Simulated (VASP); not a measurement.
# Re (Fm-3m) in VASP: a series of runs

The runs below take Re through single point, with PBE, PBEsol+D4+U, B3LYP+D4.

All numbers are computed with VASP 6.6.1; they aren't measurements. Logs are shortened: lines on timing, memory, paths and dates and some standing lists are left out, and cuts for length are marked.

## 1. The cell of the first run

Symmetry: Fm-3m, No. 225, cubic system. Conventional cell: a = 3.950 Å, b = 3.950 Å, c = 3.950 Å, α = 90.00°, β = 90.00°, γ = 90.00°. Re (site symmetry m-3m) has 12 Re at 2.79 Å within 3.7 Å.

This isn't the form of Re at room conditions, which is hcp.

## 2. Single point, PBE, collinear spin

Input file INCAR:

```
ALGO = Fast
EDIFF = 1E-6
ENCUT = 520
GGA = PE
ISIF = 2
ISMEAR = 0
ISPIN = 2
LASPH = True
LCHARG = False
LMAXMIX = 4
LORBIT = 11
LREAL = False
LWAVE = False
MAGMOM = 1
NBANDS = 14
NELM = 150
PREC = Accurate
SIGMA = 0.1
```

Input file KPOINTS:

```
k-points
0
Gamma
  12 12 12
```

Input file POSCAR:

```
Re
1.0
    0.0000000000      1.9750000000      1.9750000000
    1.9750000000      0.0000000000      1.9750000000
    1.9750000000      1.9750000000      0.0000000000
Re
1
Direct
    0.0000000000      0.0000000000      0.0000000000
```

Potentials or basis: VASP PAW PBE potentials, release 64 (Re).

Command:

```console
$ cat potpaw_PBE.64/Re/POTCAR > POTCAR
$ mpirun -np 1 vasp_std > vasp.out
```

OUTCAR:

```text
EDIFF = 1E-6
   ENCUT = 520
   GGA = PE
   ISIF = 2
   ISMEAR = 0
   ISPIN = 2
   LASPH = True
   LORBIT = 11
   LREAL = False
   NELM = 150
   PREC = Accurate

 ion  position               nearest neighbor table
   1  0.000  0.000  0.000-

  LATTYP: Found a face centered cubic cell.
 ALAT       =     3.9500000000

  Lattice vectors:

 A1 = (   0.0000000000,   1.9750000000,   1.9750000000)
 A2 = (   1.9750000000,   0.0000000000,   1.9750000000)
 A3 = (   1.9750000000,   1.9750000000,   0.0000000000)

Analysis of symmetry for initial positions (statically):
=====================================================================
 Subroutine PRICEL returns:
 Original cell was already a primitive cell.

 Routine SETGRP: Setting up the symmetry group for a
 face centered cubic supercell.

 Subroutine GETGRP returns: Found 48 space group operations
 (whereof 48 operations were pure point group operations)
 out of a pool of 48 trial point group operations.

The static configuration has the point symmetry O_h .

Analysis of symmetry for dynamics (positions and initial velocities):
=====================================================================
 Subroutine PRICEL returns:
 Original cell was already a primitive cell.

 Routine SETGRP: Setting up the symmetry group for a
 face centered cubic supercell.

 Subroutine GETGRP returns: Found 48 space group operations
 (whereof 48 operations were pure point group operations)
 out of a pool of 48 trial point group operations.

The dynamic configuration has the point symmetry O_h .

Analysis of structural, dynamic, and magnetic symmetry:
=====================================================================
 Subroutine PRICEL returns:
 Original cell was already a primitive cell.

 Routine SETGRP: Setting up the symmetry group for a
 face centered cubic supercell.

 Subroutine GETGRP returns: Found 48 space group operations
 (whereof 48 operations were pure point group operations)
 out of a pool of 48 trial point group operations.

The overall configuration has the point symmetry O_h .

 Subroutine INISYM returns: Found 48 space group operations
 (whereof 48 operations are pure point group operations),
 and found     1 'primitive' translations

----------------------------------------------------------------------------------------

                                     Primitive cell

  volume of cell :      15.4075

  direct lattice vectors                    reciprocal lattice vectors
     0.000000000  1.975000000  1.975000000    -0.253164557  0.253164557  0.253164557
     1.975000000  0.000000000  1.975000000     0.253164557 -0.253164557  0.253164557
     1.975000000  1.975000000  0.000000000     0.253164557  0.253164557 -0.253164557

  length of vectors
     2.793071786  2.793071786  2.793071786     0.438493875  0.438493875  0.438493875

  position of ions in fractional coordinates (direct lattice)
     0.000000000  0.000000000  0.000000000

  ion indices of the primitive-cell ions
   primitive index   ion index
                 1           1

----------------------------------------------------------------------------------------

 KPOINTS: k-points

Automatic generation of k-mesh.
 Grid dimensions read from file:
 generate k-points for:   12   12   12

 Generating k-lattice:

  Cartesian coordinates                     Fractional coordinates (reciprocal lattice)
    -0.021097046  0.021097046  0.021097046     0.083333333  0.000000000  0.000000000
     0.021097046 -0.021097046  0.021097046     0.000000000  0.083333333  0.000000000
     0.021097046  0.021097046 -0.021097046     0.000000000  0.000000000  0.083333333

  Length of vectors
     0.036541156  0.036541156  0.036541156

  Shift w.r.t. Gamma in fractional coordinates (k-lattice)
     0.000000000  0.000000000  0.000000000

 Subroutine IBZKPT returns following result:
 ===========================================

 Found     72 irreducible k-points:

 Following reciprocal coordinates:
            Coordinates               Weight
  0.000000  0.000000  0.000000      1.000000
  0.083333  0.000000  0.000000      8.000000
  0.166667  0.000000  0.000000      8.000000
  0.250000  0.000000  0.000000      8.000000
  0.333333  0.000000  0.000000      8.000000
  0.416667  0.000000  0.000000      8.000000
[... 16 lines left out ...]
  0.500000  0.166667  0.000000     24.000000
 -0.416667  0.166667  0.000000     24.000000
 [... further k-points ...]
   k-points           NKPTS =     72   k-points in BZ     NKDIM =     72   number of bands    NBANDS=     14
   number of dos      NEDOS =    301   number of ions     NIONS =      1
   total plane-waves  NPLWV =  13824
   dimension x,y,z NGX =    24 NGY =   24 NGZ =   24
   dimension x,y,z NGXF=    48 NGYF=   48 NGZF=   48
   ions per type =               1
   NGX,Y,Z   is equivalent  to a cutoff of  14.28, 14.28, 14.28 a.u.
   NGXF,Y,Z  is equivalent  to a cutoff of  28.57, 28.57, 28.57 a.u.
 SYSTEM =  unknown system
   PREC   = accura    normal or accurate (medium, high low for compatibility)
   ISTART =      0    job   : 0-new  1-cont  2-samecut
   ICHARG =      2    charge: 1-file 2-atom 10-const
   ISPIN  =      2    spin polarized calculation?
   LNONCOLLINEAR =      F non collinear calculations
   LSORBIT =      F    spin-orbit coupling
   LASPH  =      T    aspherical Exc in radial PAW
   ENCUT  =  520.0 eV  38.22 Ry    6.18 a.u.   5.19  5.19  5.19*2*pi/ulx,y,z
   NELM   =    150;   NELMIN=  2; NELMDL= -5     # of ELM steps
   EDIFF  = 0.1E-05   stopping-criterion for ELM
   LREAL  =      F    real-space projection
   EDIFFG = 0.1E-04   stopping-criterion for IOM
   NSW    =      0    number of steps for IOM
   IBRION =     -1    ionic relax: 0-MD 1-quasi-New 2-CG
   NFREE  =      0    steps in history (QN), initial steepest desc. (CG)
   ISIF   =      2    stress and relaxation
   ISYM   =      2    0-nonsym 1-usesym 2-fastsym
   POTIM  = 0.5000    time-step for ionic-motion
   TEBEG  =    0.0;   TEEND  =   0.0 temperature during run
   PSTRESS=    0.0 pullay stress
   NELECT =       7.0000    total number of electrons
   NUPDOWN=      -1.0000    fix difference up-down
   EMIN   =  10.00;   EMAX   =-10.00  energy-range for DOS
   EFERMI =   0.00;   METHOD = LEGACY
   ISMEAR =     0;   SIGMA  =   0.10  broadening in eV -4-tet -1-fermi 0-gaus
   EFERMI_NEDOS =   21; number of points for ismear=-14 and -15
   IALGO  =     68    algorithm
   IMIX   =      4    mixing-type and parameters
     AMIX     =   0.40;   BMIX     =  1.00
     AMIX_MAG =   1.60;   BMIX_MAG =  1.00
  volume/ion in A,a.u.               =      15.41       103.97
  Fermi-wavevector in a.u.,A,eV,Ry     =   1.258531  2.378278 21.550255  1.583899
  Thomas-Fermi vector in A             =   2.392135
   LORBIT       =     11    0 simple, 1 ext, 2 COOP (PROOUT), +10 PAW based schemes
   GGA     = PE    functional components
   LHFCALC =     F    Hartree Fock is set to
   AEXX    =    0.0000 exact exchange contribution
   IVDW    =     0    specifies the selected vdW correction
   LEPSILON=     F    determine dielectric tensor
   LRPA    =     F    only Hartree local field effects (RPA)
 spin polarized calculation
 RMM-DIIS sequential band-by-band and
 Gauss-broadening in eV      SIGMA  =   0.10
  energy-cutoff  :      520.00
  volume of cell :       15.41
 maximum number of plane-waves:       432
 NGX is ok and might be reduce to    24
   NGX = 11   NGY = 11   NGZ = 11

 number of electron       7.0000000 magnetization       0.0000068

 number of electron       7.0000000 magnetization      -0.0000019

 Free energy of the ion-electron system (eV)
  ---------------------------------------------------
  ext. energy  EPLUGINS =         0.00000000
  ---------------------------------------------------
  free energy    TOTEN  =       -12.35467363 eV

  energy without entropy =      -12.35131609  energy(sigma->0) =      -12.35299486

 E-fermi :   7.5654     XC(G=0): -13.4793

 val. band max:        7.5177779691   @ k =   0.5000   0.4167   0.0833
 cond. band min:       7.5774040254   @ k =  -0.1667   0.2500   0.0833
 fundamental gap:      0.0596260564
 Fermi energy:         7.5654490367

 spin component 1

 k-point     1 :       0.0000    0.0000    0.0000
  band No.  band energies     occupation
      1      -2.2187      1.00000
      2       5.7894      1.00000
      3       5.7894      1.00000
      4       5.7894      1.00000
      5       8.7605      0.00000
      6       8.7605      0.00000
      7      21.4559      0.00000
      8      26.8554      0.00000
      9      26.8554      0.00000
     10      26.8554      0.00000
     11      31.0232      0.00000
     12      42.7069      0.00000
     13      42.7072      0.00000
     14      42.7072      0.00000
[... 375 lines left out ...]
 k-point    24 :      -0.4167    0.1667    0.0000
  band No.  band energies     occupation
      1       2.0277      1.00000
      2       4.6055      1.00000
      3       6.2345      1.00000
      4       6.4784      1.00000
      5      10.5998      0.00000
      6      13.3217      0.00000
      7      16.6240      0.00000
      8      22.9737      0.00000
      9      25.4271      0.00000
     10      27.3350      0.00000
     11      35.1555      0.00000
     12      37.1159      0.00000
     13      40.3268      0.00000
     14      42.7305      0.00000

 [... further k-points ...]

 spin component 2

 k-point     1 :       0.0000    0.0000    0.0000
  band No.  band energies     occupation
      1      -2.2187      1.00000
      2       5.7894      1.00000
      3       5.7894      1.00000
      4       5.7894      1.00000
      5       8.7605      0.00000
      6       8.7605      0.00000
      7      21.4558      0.00000
      8      26.8554      0.00000
      9      26.8554      0.00000
     10      26.8554      0.00000
     11      31.0230      0.00000
     12      42.7070      0.00000
     13      42.7073      0.00000
     14      42.7072      0.00000
[... 375 lines left out ...]
 k-point    24 :      -0.4167    0.1667    0.0000
  band No.  band energies     occupation
      1       2.0277      1.00000
      2       4.6055      1.00000
      3       6.2345      1.00000
      4       6.4784      1.00000
      5      10.5998      0.00000
      6      13.3217      0.00000
      7      16.6240      0.00000
      8      22.9736      0.00000
      9      25.4271      0.00000
     10      27.3350      0.00000
     11      35.1555      0.00000
     12      37.1159      0.00000
     13      40.3267      0.00000
     14      42.7046      0.00000

 [... further k-points ...]

------------------------ aborting loop because EDIFF is reached ----------------------------------------

  FORCE on cell =-STRESS in cart. coord.  units (eV):
  Direction    XX          YY          ZZ          XY          YZ          ZX
  --------------------------------------------------------------------------------------
  -------------------------------------------------------------------------------------
  Total       -0.9387894     -0.9387894     -0.9387894     -0.0000000      0.0000000     -0.0000000
  in kB      -97.6219437    -97.6219437    -97.6219437     -0.0000000      0.0000000     -0.0000000
  external PRESSURE =     -97.6219437 kB  Pullay stress =       0.0000000 kB

 VOLUME and BASIS-vectors are now :
 -----------------------------------------------------------------------------
  energy-cutoff  :      520.00
  volume of cell :       15.41
      direct lattice vectors                 reciprocal lattice vectors
     0.000000000  1.975000000  1.975000000    -0.253164557  0.253164557  0.253164557
     1.975000000  0.000000000  1.975000000     0.253164557 -0.253164557  0.253164557
     1.975000000  1.975000000  0.000000000     0.253164557  0.253164557 -0.253164557

 POSITION                                       TOTAL-FORCE (eV/Angst)
 -----------------------------------------------------------------------------------
      0.00000      0.00000      0.00000         0.000000      0.000000      0.000000
 -----------------------------------------------------------------------------------
    total drift:                               -0.000000      0.000000     -0.000000

  FREE ENERGIE OF THE ION-ELECTRON SYSTEM (eV)
  ---------------------------------------------------
  free  energy   TOTEN  =       -12.3546736329 eV

  energy  without entropy=      -12.3513160948  energy(sigma->0) =      -12.35299486

 total charge

# of ion       s       p       d       tot
------------------------------------------
    1        0.603   0.640   4.743   5.986

 magnetization (x)

# of ion       s       p       d       tot
------------------------------------------
    1       -0.000  -0.000  -0.000  -0.000
```

Wall time 37 s (1 thread of Intel Xeon Platinum 8259CL at 2.50GHz (Skylake/Cascade Lake), shared host); peak memory 0.16 GiB.

Results:

```
Free energy                                           : -12.3547 eV
Pressure                                              : -9.8 GPa
Net moment                                            : 0.00 μB per cell
Valence electrons inside the program's atomic spheres : Re 5.99
```

Caveat: the cell stands under tension; spin-orbit coupling is left out, which moves the levels of the heavy elements.

[end of part 1 of 2]
